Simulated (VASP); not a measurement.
# Ga3As3N2 in VASP: single point with PBE+D3(BJ)

Aim: the single point of Ga3As3N2 with PBE+D3(BJ).

Everything below comes from runs of VASP 6.6.1. Logs are shortened: lines on timing, memory, paths and dates and some standing lists are left out, and cuts for length are marked.

### 1 The cell of the first run

The cell holds a slab with vacuum, 8 atoms: a = 4.014 Å, b = 5.676 Å, c = 22.885 Å, α = 90.00°, β = 90.00°, γ = 90.00°.

### 2 Single point, PBE+D3(BJ)

Contents of INCAR:

```
SYSTEM = Ga3As3N2
PREC     = Accurate       ! precision mode
ENCUT    = 520            ! plane-wave cutoff, eV
EDIFF    = 1E-7           ! SCF threshold, eV
ISMEAR   = 0              ! smearing method
SIGMA    = 0.05           ! smearing width, eV
LREAL    = .FALSE.        ! projectors in reciprocal space
LASPH    = .TRUE.         ! aspherical terms in the spheres
NELM     = 80             ! most SCF steps
ALGO     = Normal         ! electronic algorithm
ISIF     = 2              ! what is computed and relaxed
LWAVE    = .FALSE.        ! write WAVECAR
LCHARG   = .FALSE.        ! write CHGCAR
LDIPOL   = .TRUE.       
IDIPOL   = 3            
DIPOL    = 0.5 0.5 0.331
GGA      = PE             ! functional
IVDW     = 12             ! dispersion correction
NBANDS   = 42             ! bands
```

Contents of KPOINTS:

```
regular mesh
0
G
  7 5 1
  0 0 0
```

Contents of POSCAR:

```
Ga3As3N2
1.0
    4.0137031116      0.0000000000      0.0000000000
    0.0000000000      5.6762333758      0.0000000000
    0.0000000000      0.0000000000     22.8852699092
Ga As N
3 3 2
Direct
    0.5000000000      0.5000000000      0.1747849169
    0.0000000000      0.0653835254      0.2732733389
    0.5000000000      0.4894639615      0.3292030243
    0.0000000000      0.2500000000      0.1747849169
    0.5000000000      0.8102208702      0.2554204538
    0.0000000000      0.2887573197      0.3664046761
    0.2500000000      0.2887573197      0.5149718555
    0.2500000000      0.2887573197      0.5630377077
```

Potentials or basis: VASP PAW PBE potentials, release 64 (Ga_d, As, N).

Run with:

```bash
> cat potpaw_PBE.64/Ga_d/POTCAR potpaw_PBE.64/As/POTCAR potpaw_PBE.64/N/POTCAR > POTCAR
> mpirun -np 1 vasp_std > vasp.out
```

OUTCAR:

```text
SYSTEM = Ga3As3N2
   PREC = Accurate
   ENCUT = 520
   EDIFF = 1E-7
   ISMEAR = 0
   LREAL = .FALSE.
   LASPH = .TRUE.
   NELM = 80
   ISIF = 2
   GGA = PE
   IVDW = 12
 IVDW          = 12

 ion  position               nearest neighbor table
   1  0.500  0.500  0.175-   4 2.46   4 2.46   5 2.55
   2  0.000  0.065  0.273-   6 2.48   4 2.49   5 2.51   5 2.51
   3  0.500  0.489  0.329-   6 2.46   6 2.46   5 2.48
   4  0.000  0.250  0.175-   1 2.46   1 2.46   2 2.49
   5  0.500  0.810  0.255-   3 2.48   2 2.51   2 2.51   1 2.55
   6  0.000  0.289  0.366-   3 2.46   3 2.46   2 2.48
   7  0.250  0.289  0.515-   8 1.10
   8  0.250  0.289  0.563-   7 1.10

  LATTYP: Found a simple orthorhombic cell.
 ALAT       =     4.0137031116
 B/A-ratio  =     1.4142135624
 C/A-ratio  =     5.7017844302

  Lattice vectors:

 A1 = (   4.0137031116,   0.0000000000,   0.0000000000)
 A2 = (   0.0000000000,   5.6762333758,   0.0000000000)
 A3 = (   0.0000000000,   0.0000000000,  22.8852699092)

Analysis of symmetry for initial positions (statically):
=====================================================================
 Subroutine PRICEL returns:
 Original cell was already a primitive cell.

 Routine SETGRP: Setting up the symmetry group for a
 simple orthorhombic supercell.

 Subroutine GETGRP returns: Found  1 space group operations
 (whereof  1 operations were pure point group operations)
 out of a pool of  8 trial point group operations.

The static configuration has the point symmetry C_1 .

Analysis of symmetry for dynamics (positions and initial velocities):
=====================================================================
 Subroutine PRICEL returns:
 Original cell was already a primitive cell.

 Routine SETGRP: Setting up the symmetry group for a
 simple orthorhombic supercell.

 Subroutine GETGRP returns: Found  1 space group operations
 (whereof  1 operations were pure point group operations)
 out of a pool of  8 trial point group operations.

The dynamic configuration has the point symmetry C_1 .

 Subroutine INISYM returns: Found  1 space group operations
 (whereof  1 operations are pure point group operations),
 and found     1 'primitive' translations

----------------------------------------------------------------------------------------

[... 107 lines left out ...]
   PSTRESS=    0.0 pullay stress
   NELECT =      64.0000    total number of electrons
   NUPDOWN=      -1.0000    fix difference up-down
   EMIN   =  10.00;   EMAX   =-10.00  energy-range for DOS
   EFERMI =   0.00;   METHOD = LEGACY
   ISMEAR =     0;   SIGMA  =   0.05  broadening in eV -4-tet -1-fermi 0-gaus
   EFERMI_NEDOS =   21; number of points for ismear=-14 and -15
   IALGO  =     38    algorithm
   IMIX   =      4    mixing-type and parameters
     AMIX     =   0.40;   BMIX     =  1.00
     AMIX_MAG =   1.60;   BMIX_MAG =  1.00
  volume/ion in A,a.u.               =      65.17       439.81
  Fermi-wavevector in a.u.,A,eV,Ry     =   0.813606  1.537493  9.006448  0.661955
  Thomas-Fermi vector in A             =   1.923362
   LORBIT       =      0    0 simple, 1 ext, 2 COOP (PROOUT), +10 PAW based schemes
   GGA     = PE    functional components
   LHFCALC =     F    Hartree Fock is set to
   AEXX    =    0.0000 exact exchange contribution
   IVDW    =    12    specifies the selected vdW correction
   LEPSILON=     F    determine dielectric tensor
   LRPA    =     F    only Hartree local field effects (RPA)
 non-spin polarized calculation
 Gauss-broadening in eV      SIGMA  =   0.05
  energy-cutoff  :      520.00
  volume of cell :      521.39
 maximum number of plane-waves:     14091
 NGX is ok and might be reduce to    30
   NGX = 15   NGY = 21   NGZ = 85

 dipolmoment           0.000000      0.000000     -0.003890 electrons x Angstroem

 number of electron      64.0000015 magnetization

 dipolmoment           0.000000      0.000000      0.026229 electrons x Angstroem

 Free energy of the ion-electron system (eV)
  ---------------------------------------------------
  ext. energy  EPLUGINS =         0.00000000
  ---------------------------------------------------
  free energy    TOTEN  =       -39.37073911 eV

  energy without entropy =      -39.37073911  energy(sigma->0) =      -39.37073911

 E-fermi :  -1.9742     XC(G=0):  -3.8517

 val. band max:       -2.1720095478   @ k =   0.0000   0.0000   0.0000
 cond. band min:      -1.7725048927   @ k =   0.4286   0.0000   0.0000
 fundamental gap:      0.3995046551
 Fermi energy:        -1.9741913988

 k-point     1 :       0.0000    0.0000    0.0000
  band No.  band energies     occupation
      1     -25.9240      2.00000
      2     -17.1523      2.00000
      3     -17.0907      2.00000
      4     -17.0760      2.00000
      5     -17.0525      2.00000
      6     -17.0305      2.00000
[... 799 lines left out ...]
     41       2.8285      0.00000
     42       3.1681      0.00000

------------------------ aborting loop because EDIFF is reached ----------------------------------------

 vacuum level on the upper side and lower side of the slab       (xc-potential included)         0.030        -0.174

 Edisp (eV)   -1.25998

 E8    (eV) :    -0.5721

  FORCE on cell =-STRESS in cart. coord.  units (eV):
  Direction    XX          YY          ZZ          XY          YZ          ZX
  --------------------------------------------------------------------------------------
  -------------------------------------------------------------------------------------
  Total      -2.08723    -2.68260     2.62495     0.01139    -0.02274     0.12084
  in kB      -6.41384    -8.24337     8.06622     0.03499    -0.06987     0.37133
  external pressure =       -2.20 kB  Pullay stress =        0.00 kB

 VOLUME and BASIS-vectors are now :
 -----------------------------------------------------------------------------
  energy-cutoff  :      520.00
  volume of cell :      521.39
      direct lattice vectors                 reciprocal lattice vectors
     4.013703112  0.000000000  0.000000000     0.249146479  0.000000000  0.000000000
     0.000000000  5.676233376  0.000000000     0.000000000  0.176173165  0.000000000
     0.000000000  0.000000000 22.885269909     0.000000000  0.000000000  0.043696229

 POSITION                                       TOTAL-FORCE (eV/Angst)
 -----------------------------------------------------------------------------------
      2.00685      2.83812      4.00000        -0.000423     -0.317500      1.029758
      0.00000      0.37113      6.25393        -0.006669      0.006911      0.009068
      2.00685      2.77831      7.53390         0.008370     -0.008972     -0.007498
      0.00000      1.41906      4.00000         0.001512      0.319131     -1.071116
      2.00685      4.59900      5.84537        -0.002804      0.011214     -0.009648
      0.00000      1.63905      8.38527        -0.039752     -0.019070     -0.001839
      1.00343      1.63905     11.78527         0.061079      0.015870     -2.091224
      1.00343      1.63905     12.88527        -0.021313     -0.007585      2.142498
 -----------------------------------------------------------------------------------
    total drift:                               -0.000221     -0.000425      0.000337

  FREE ENERGIE OF THE ION-ELECTRON SYSTEM (eV)
  ---------------------------------------------------
  free  energy   TOTEN  =       -40.6307214426 eV

  energy  without entropy=      -40.6307214423  energy(sigma->0) =      -40.63072144

 vacuum level on the upper side and lower side of the slab         2.615         2.407
```

OSZICAR:

```text
N       E                     dE             d eps       ncg     rms          rms(c)
DAV:   1     0.474432525610E+03    0.47443E+03   -0.26601E+04  1648   0.137E+03
DAV:   2     0.360064564501E+02   -0.43843E+03   -0.42018E+03  1880   0.314E+02
DAV:   3    -0.367334006869E+02   -0.72740E+02   -0.71571E+02  1904   0.130E+02
[... 18 lines left out ...]
DAV:  22    -0.393707373277E+02   -0.22400E-05   -0.90379E-08  1246   0.157E-03    0.139E-04
DAV:  23    -0.393707384513E+02   -0.11237E-05   -0.24760E-08  1158   0.808E-04    0.896E-05
DAV:  24    -0.393707388256E+02   -0.37430E-06   -0.85707E-09  1152   0.981E-04    0.433E-05
DAV:  25    -0.393707390675E+02   -0.24190E-06   -0.68661E-09  1092   0.408E-04    0.313E-05
DAV:  26    -0.393707391059E+02   -0.38395E-07   -0.21561E-09  1144   0.474E-04
   1 F= -.40630721E+02 E0= -.40630721E+02  d E =-.266808E-09
```

stdout:

```text
POSCAR found type information on POSCAR GaAsN
 POSCAR found :  3 types and       8 ions
 scaLAPACK will be used
 LDA part: xc-table for (Slater+PW92), standard interpolation
 POSCAR, INCAR and KPOINTS ok, starting setup
 FFT: planning ... GRIDC
 FFT: planning ... GRID_SOFT
 FFT: planning ... GRID
 WAVECAR not read
 entering main loop
```

It took 14 min on 1 thread of Intel Xeon 6975P-C, shared host; peak memory 0.71 GiB.

Results:

```
Free energy                : -40.6307 eV
Largest force              : 2.143 eV/Å
Band gap on the k mesh     : 0.40 eV, indirect (least direct gap 0.75 eV)
Dispersion energy per atom : -0.157 eV
```

Forces in eV/Å, atoms in the order of the input:
```
Ga   0.000 -0.318  1.030
Ga  -0.007  0.007  0.009
Ga   0.008 -0.009 -0.007
As   0.002  0.319 -1.071
As  -0.003  0.011 -0.010
As  -0.040 -0.019 -0.002
N    0.061  0.016 -2.091
N   -0.021 -0.008  2.142
```

Levels at points of the mesh, in eV from the valence-band top:
```tsv
k point	band 30	band 31	band 32	band 33	band 34	band 35
(0.00, 0.00, 0.00)	-0.89	-0.84	0.00	0.75	1.62	2.30
```

Caveat: the standard files for N, O and F lose accuracy on very short bonds.
